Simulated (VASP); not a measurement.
# Mo16H in VASP: single point with PBE

Aim: the single point of Mo16H with PBE.

Program: VASP 6.6.1. These are calculated values, not measurements. Logs are shortened: lines on timing, memory, paths and dates and some standing lists are left out, and cuts for length are marked.

**1. The cell of the first run**

The cell holds a slab with vacuum, 17 atoms: a = 6.321 Å, b = 6.321 Å, c = 20.088 Å, α = 90.00°, β = 90.00°, γ = 90.00°.

**2. Single point, PBE**

INCAR reads:

```
SYSTEM = Mo16H
  ALGO = Fast
  DIPOL = 0.5 0.5 0.326
  EDIFF = 1E-6
  ENCUT = 520
  GGA = PE
  IDIPOL = 3
  ISIF = 2
  ISMEAR = 0
  LASPH = .TRUE.
  LCHARG = .FALSE.
  LDIPOL = .TRUE.
  LREAL = Auto
  LWAVE = .FALSE.
  NBANDS = 126
  NELM = 60
  PREC = Accurate
  SIGMA = 0.1
```

KPOINTS reads:

```
k-points
0
G
  4 4 1
  0 0 0
```

POSCAR reads:

```
Mo16H
1.0
    6.3209357483      0.0000000000      0.0000000000
    0.0000000000      6.3209357483      0.0000000000
    0.0000000000      0.0000000000     20.0883894453
Mo H
16 1
Direct
    0.2500000000      0.2500000000      0.1991199947
    0.2500000000      0.7500000000      0.1991199947
    0.7500000000      0.2500000000      0.1991199947
    0.7500000000      0.7500000000      0.1991199947
    0.0000000000      0.0000000000      0.2777840379
    0.0000000000      0.5000000000      0.2777840379
    0.5000000000      0.0000000000      0.2777840379
    0.5000000000      0.5000000000      0.2777840379
    0.2500000000      0.2500000000      0.3589730499
    0.2500000000      0.7500000000      0.3589730499
    0.7500000000      0.2500000000      0.3589730499
    0.7500000000      0.7500000000      0.3589730499
    0.0000000000      0.0000000000      0.4275300152
    0.0000000000      0.5000000000      0.4275300152
    0.5000000000      0.0000000000      0.4275300152
    0.5000000000      0.5000000000      0.4275300152
    0.0625000000      0.1875000000      0.4911380294
```

Potentials or basis: VASP PAW PBE potentials, release 64 (Mo_sv, H).

Command:

```sh
$ cat potpaw_PBE.64/Mo_sv/POTCAR potpaw_PBE.64/H/POTCAR > POTCAR
$ mpirun -np 1 vasp_std > vasp.out
```

OUTCAR:

```text
SYSTEM = Mo16H
   EDIFF = 1E-6
   ENCUT = 520
   GGA = PE
   ISIF = 2
   ISMEAR = 0
   LASPH = .TRUE.
   LREAL = Auto
   NELM = 60
   PREC = Accurate

 ion  position               nearest neighbor table
   1  0.250  0.250  0.199-   5 2.74   6 2.74   7 2.74   8 2.74   2 3.16   3 3.16   2 3.16   3 3.16
                             9 3.21
   2  0.250  0.750  0.199-   5 2.74   6 2.74   7 2.74   8 2.74   1 3.16   4 3.16   1 3.16   4 3.16
                            10 3.21
   3  0.750  0.250  0.199-   5 2.74   6 2.74   7 2.74   8 2.74   1 3.16   4 3.16   4 3.16   1 3.16
                            11 3.21
   4  0.750  0.750  0.199-   5 2.74   6 2.74   7 2.74   8 2.74   2 3.16   3 3.16   3 3.16   2 3.16
                            12 3.21
   5  0.000  0.000  0.278-   1 2.74   2 2.74   3 2.74   4 2.74   9 2.77  10 2.77  11 2.77  12 2.77
                            13 3.01   7 3.16   6 3.16   6 3.16   7 3.16
   6  0.000  0.500  0.278-   1 2.74   2 2.74   3 2.74   4 2.74   9 2.77  10 2.77  11 2.77  12 2.77
                            14 3.01   8 3.16   5 3.16   5 3.16   8 3.16
   7  0.500  0.000  0.278-   1 2.74   2 2.74   3 2.74   4 2.74   9 2.77  10 2.77  11 2.77  12 2.77
                            15 3.01   8 3.16   5 3.16   8 3.16   5 3.16
   8  0.500  0.500  0.278-   1 2.74   2 2.74   3 2.74   4 2.74   9 2.77  10 2.77  11 2.77  12 2.77
                            16 3.01   7 3.16   6 3.16   7 3.16   6 3.16
   9  0.250  0.250  0.359-  13 2.63  14 2.63  15 2.63  16 2.63   5 2.77   6 2.77   7 2.77   8 2.77
                            10 3.16  11 3.16  10 3.16  11 3.16   1 3.21
  10  0.250  0.750  0.359-  13 2.63  14 2.63  15 2.63  16 2.63   5 2.77   6 2.77   7 2.77   8 2.77
                             9 3.16  12 3.16   9 3.16  12 3.16   2 3.21
  11  0.750  0.250  0.359-  13 2.63  14 2.63  15 2.63  16 2.63   5 2.77   6 2.77   7 2.77   8 2.77
                             9 3.16  12 3.16  12 3.16   9 3.16   3 3.21
  12  0.750  0.750  0.359-  13 2.63  14 2.63  15 2.63  16 2.63   5 2.77   6 2.77   7 2.77   8 2.77
                            10 3.16  11 3.16  11 3.16  10 3.16   4 3.21
  13  0.000  0.000  0.428-  17 1.79  10 2.63  11 2.63  12 2.63   9 2.63   5 3.01  15 3.16  14 3.16
                            14 3.16  15 3.16
  14  0.000  0.500  0.428-   9 2.63  10 2.63  11 2.63  12 2.63   6 3.01  13 3.16  16 3.16  13 3.16
                            16 3.16
  15  0.500  0.000  0.428-   9 2.63  10 2.63  11 2.63  12 2.63   7 3.01  13 3.16  16 3.16  16 3.16
                            13 3.16
  16  0.500  0.500  0.428-   9 2.63  10 2.63  11 2.63  12 2.63   8 3.01  14 3.16  15 3.16  15 3.16
                            14 3.16
  17  0.062  0.188  0.491-  13 1.79

  LATTYP: Found a simple tetragonal cell.
 ALAT       =     6.3209357483
 C/A-ratio  =     3.1780720838

  Lattice vectors:

 A1 = (   6.3209357483,   0.0000000000,   0.0000000000)
 A2 = (   0.0000000000,   6.3209357483,   0.0000000000)
 A3 = (   0.0000000000,   0.0000000000,  20.0883894453)

Analysis of symmetry for initial positions (statically):
=====================================================================
 Subroutine PRICEL returns:
 Original cell was already a primitive cell.

 Routine SETGRP: Setting up the symmetry group for a
 simple tetragonal supercell.

 Subroutine GETGRP returns: Found  1 space group operations
 (whereof  1 operations were pure point group operations)
 out of a pool of 16 trial point group operations.

The static configuration has the point symmetry C_1 .

Analysis of symmetry for dynamics (positions and initial velocities):
=====================================================================
 Subroutine PRICEL returns:
 Original cell was already a primitive cell.

 Routine SETGRP: Setting up the symmetry group for a
 simple tetragonal supercell.

 Subroutine GETGRP returns: Found  1 space group operations
 (whereof  1 operations were pure point group operations)
 out of a pool of 16 trial point group operations.

The dynamic configuration has the point symmetry C_1 .

 Subroutine INISYM returns: Found  1 space group operations
 (whereof  1 operations are pure point group operations),
 and found     1 'primitive' translations

----------------------------------------------------------------------------------------

                                     Primitive cell

  volume of cell :     802.6161

  direct lattice vectors                    reciprocal lattice vectors
     6.320935748  0.000000000  0.000000000     0.158204424  0.000000000  0.000000000
     0.000000000  6.320935748  0.000000000     0.000000000  0.158204424  0.000000000
     0.000000000  0.000000000 20.088389445     0.000000000  0.000000000  0.049779999

  length of vectors
     6.320935748  6.320935748 20.088389445     0.158204424  0.158204424  0.049779999

  position of ions in fractional coordinates (direct lattice)
     0.250000000  0.250000000  0.199119995
     0.250000000  0.750000000  0.199119995
     0.750000000  0.250000000  0.199119995
     0.750000000  0.750000000  0.199119995
     0.000000000  0.000000000  0.277784038
     0.000000000  0.500000000  0.277784038
[... 9 lines left out ...]
     0.500000000  0.500000000  0.427530015
     0.062500000  0.187500000  0.491138029

  ion indices of the primitive-cell ions
   primitive index   ion index
                 1           1
                 2           2
                 3           3
                 4           4
                 5           5
                 6           6
[... 9 lines left out ...]
                16          16
                17          17

----------------------------------------------------------------------------------------

 KPOINTS: k-points

Automatic generation of k-mesh.
 Grid dimensions read from file:
 generate k-points for:    4    4    1

 Generating k-lattice:

  Cartesian coordinates                     Fractional coordinates (reciprocal lattice)
     0.039551106  0.000000000  0.000000000     0.250000000  0.000000000  0.000000000
     0.000000000  0.039551106  0.000000000     0.000000000  0.250000000  0.000000000
     0.000000000  0.000000000  0.049779999     0.000000000  0.000000000  1.000000000

  Length of vectors
     0.039551106  0.039551106  0.049779999

  Shift w.r.t. Gamma in fractional coordinates (k-lattice)
     0.000000000  0.000000000  0.000000000

 Subroutine IBZKPT returns following result:
 ===========================================

 Found     10 irreducible k-points:

 Following reciprocal coordinates:
            Coordinates               Weight
  0.000000  0.000000  0.000000      1.000000
  0.250000  0.000000  0.000000      2.000000
  0.000000  0.250000  0.000000      2.000000
  0.500000  0.000000  0.000000      1.000000
  0.000000  0.500000  0.000000      1.000000
  0.250000  0.250000  0.000000      2.000000
 -0.250000  0.250000  0.000000      2.000000
  0.500000  0.250000  0.000000      2.000000
 -0.250000  0.500000  0.000000      2.000000
  0.500000  0.500000  0.000000      1.000000
   k-points           NKPTS =     10   k-points in BZ     NKDIM =     10   number of bands    NBANDS=    126
   number of dos      NEDOS =    301   number of ions     NIONS =     17
   total plane-waves  NPLWV = 345600
   dimension x,y,z NGX =    48 NGY =   48 NGZ =  150
   dimension x,y,z NGXF=    96 NGYF=   96 NGZF=  300
   ions per type =              16   1
   NGX,Y,Z   is equivalent  to a cutoff of  12.62, 12.62, 12.41 a.u.
   NGXF,Y,Z  is equivalent  to a cutoff of  25.25, 25.25, 24.83 a.u.
 SYSTEM =  Mo16H
   PREC   = accura    normal or accurate (medium, high low for compatibility)
   ISTART =      0    job   : 0-new  1-cont  2-samecut
   ICHARG =      2    charge: 1-file 2-atom 10-const
   ISPIN  =      1    spin polarized calculation?
   LNONCOLLINEAR =      F non collinear calculations
   LSORBIT =      F    spin-orbit coupling
   LASPH  =      T    aspherical Exc in radial PAW
   ENCUT  =  520.0 eV  38.22 Ry    6.18 a.u.  11.75 11.75 37.35*2*pi/ulx,y,z
   NELM   =     60;   NELMIN=  2; NELMDL= -5     # of ELM steps
   EDIFF  = 0.1E-05   stopping-criterion for ELM
   LREAL  =      T    real-space projection
   EDIFFG = 0.1E-04   stopping-criterion for IOM
   NSW    =      0    number of steps for IOM
   IBRION =     -1    ionic relax: 0-MD 1-quasi-New 2-CG
   NFREE  =      0    steps in history (QN), initial steepest desc. (CG)
   ISIF   =      2    stress and relaxation
   ISYM   =      2    0-nonsym 1-usesym 2-fastsym
   POTIM  = 0.5000    time-step for ionic-motion
   TEBEG  =    0.0;   TEEND  =   0.0 temperature during run
   PSTRESS=    0.0 pullay stress
   NELECT =     225.0000    total number of electrons
   NUPDOWN=      -1.0000    fix difference up-down
   EMIN   =  10.00;   EMAX   =-10.00  energy-range for DOS
   EFERMI =   0.00;   METHOD = LEGACY
   ISMEAR =     0;   SIGMA  =   0.10  broadening in eV -4-tet -1-fermi 0-gaus
   EFERMI_NEDOS =   21; number of points for ismear=-14 and -15
   IALGO  =     68    algorithm
   IMIX   =      4    mixing-type and parameters
     AMIX     =   0.40;   BMIX     =  1.00
     AMIX_MAG =   1.60;   BMIX_MAG =  1.00
  volume/ion in A,a.u.               =      47.21       318.61
  Fermi-wavevector in a.u.,A,eV,Ry     =   1.071436  2.024721 15.619160  1.147976
  Thomas-Fermi vector in A             =   2.207177
   LORBIT       =      0    0 simple, 1 ext, 2 COOP (PROOUT), +10 PAW based schemes
   GGA     = PE    functional components
   LHFCALC =     F    Hartree Fock is set to
   AEXX    =    0.0000 exact exchange contribution
   IVDW    =     0    specifies the selected vdW correction
   LEPSILON=     F    determine dielectric tensor
   LRPA    =     F    only Hartree local field effects (RPA)
 non-spin polarized calculation
 RMM-DIIS sequential band-by-band and
 Gauss-broadening in eV      SIGMA  =   0.10
  energy-cutoff  :      520.00
  volume of cell :      802.62
 maximum number of plane-waves:     21671
   NGX = 23   NGY = 23   NGZ = 75

 dipolmoment           0.000000      0.000000     -0.058942 electrons x Angstroem

 number of electron     225.0000018 magnetization

 dipolmoment           0.000000      0.000000      0.050592 electrons x Angstroem

 Free energy of the ion-electron system (eV)
  ---------------------------------------------------
  ext. energy  EPLUGINS =         0.00000000
  ---------------------------------------------------
  free energy    TOTEN  =      -162.00496219 eV

  energy without entropy =     -161.91295975  energy(sigma->0) =     -161.95896097

 E-fermi :   1.2281     XC(G=0):  -5.3456

 val. band max:        1.2188299654   @ k =   0.0000   0.2500   0.0000
 cond. band min:       1.2411146296   @ k =  -0.2500   0.2500   0.0000
 fundamental gap:      0.0222846642
 Fermi energy:         1.2281105724

 k-point     1 :       0.0000    0.0000    0.0000
  band No.  band energies     occupation
      1     -59.7082      2.00000
      2     -59.5562      2.00000
      3     -59.5507      2.00000
      4     -59.5467      2.00000
      5     -59.5311      2.00000
      6     -59.5263      2.00000
[... 116 lines left out ...]
    123       2.6781      0.00000
    124       2.7784      0.00000

 k-point     2 :       0.2500    0.0000    0.0000
  band No.  band energies     occupation
      1     -59.6923      2.00000
      2     -59.5926      2.00000
      3     -59.5509      2.00000
      4     -59.5411      2.00000
      5     -59.5299      2.00000
      6     -59.5211      2.00000
[... 1132 lines left out ...]
    123       2.2723      0.00000
    124       2.3013      0.00000
 [bands above 124 left out]

------------------------ aborting loop because EDIFF is reached ----------------------------------------

 vacuum level on the upper side and lower side of the slab       (xc-potential included)         0.001        -0.258

  FORCE on cell =-STRESS in cart. coord.  units (eV):
  Direction    XX          YY          ZZ          XY          YZ          ZX
  --------------------------------------------------------------------------------------
  -------------------------------------------------------------------------------------
  Total      -19.4547751    -22.8328682     -9.4485671      0.7476445      1.2432641      0.0749478
  in kB      -38.8355022    -45.5788310    -18.8611714      1.4924434      2.4817962      0.1496102
  external PRESSURE =     -34.4251682 kB  Pullay stress =       0.0000000 kB

 VOLUME and BASIS-vectors are now :
 -----------------------------------------------------------------------------
  energy-cutoff  :      520.00
  volume of cell :      802.62
      direct lattice vectors                 reciprocal lattice vectors
     6.320935748  0.000000000  0.000000000     0.158204424  0.000000000  0.000000000
     0.000000000  6.320935748  0.000000000     0.000000000  0.158204424  0.000000000
     0.000000000  0.000000000 20.088389445     0.000000000  0.000000000  0.049779999

 POSITION                                       TOTAL-FORCE (eV/Angst)
 -----------------------------------------------------------------------------------
      1.58023      1.58023      4.00000         0.035465      0.004520      1.788416
      1.58023      4.74070      4.00000         0.001403      0.008921      1.719524
      4.74070      1.58023      4.00000        -0.028357     -0.002603      1.738138
      4.74070      4.74070      4.00000        -0.018535     -0.011026      1.735093
      0.00000      0.00000      5.58023         0.000965      0.000187     -1.824571
      0.00000      3.16047      5.58023        -0.007869      0.034627     -1.750744
[... 9 lines left out ...]
      3.16047      3.16047      8.58839         0.024645      0.104469     -0.009740
      0.39506      1.18518      9.86617        -0.118258      0.822018     -0.008973
 -----------------------------------------------------------------------------------
    total drift:                                0.000002      0.000011     -0.002620

  FREE ENERGIE OF THE ION-ELECTRON SYSTEM (eV)
  ---------------------------------------------------
  free  energy   TOTEN  =      -162.0049621948 eV

  energy  without entropy=     -161.9129597545  energy(sigma->0) =     -161.95896097

 vacuum level on the upper side and lower side of the slab         5.189         4.922
```

Run time: 57 min. Hardware: 1 thread of Oxide Virtual Turin-like, shared host; peak memory 1 GiB.

Results:

| Quantity | Value |
| --- | --- |
| Free energy | -162.0050 eV |
| Largest force | 1.831 eV/Å |
| Band gap on the k mesh | zero (an odd number of electrons rules out a gap without spin polarisation) |

Forces on the atoms (eV/Å):
```
Mo   0.035  0.005  1.788
Mo   0.001  0.009  1.720
Mo  -0.028 -0.003  1.738
Mo  -0.019 -0.011  1.735
Mo   0.001  0.000 -1.825
Mo  -0.008  0.035 -1.751
Mo   0.000  0.030 -1.831
Mo   0.051  0.011 -1.821
Mo   0.170  0.054 -0.327
Mo   0.324 -0.074 -0.011
Mo  -0.029  0.002 -0.170
Mo  -0.693 -0.288 -0.201
Mo   0.202 -0.192  0.470
Mo   0.116 -0.413  0.521
Mo  -0.030 -0.091 -0.016
Mo   0.025  0.104 -0.010
H   -0.118  0.822 -0.009
```

The gap in the log of VASP goes by the Fermi energy; the results here count the filled bands.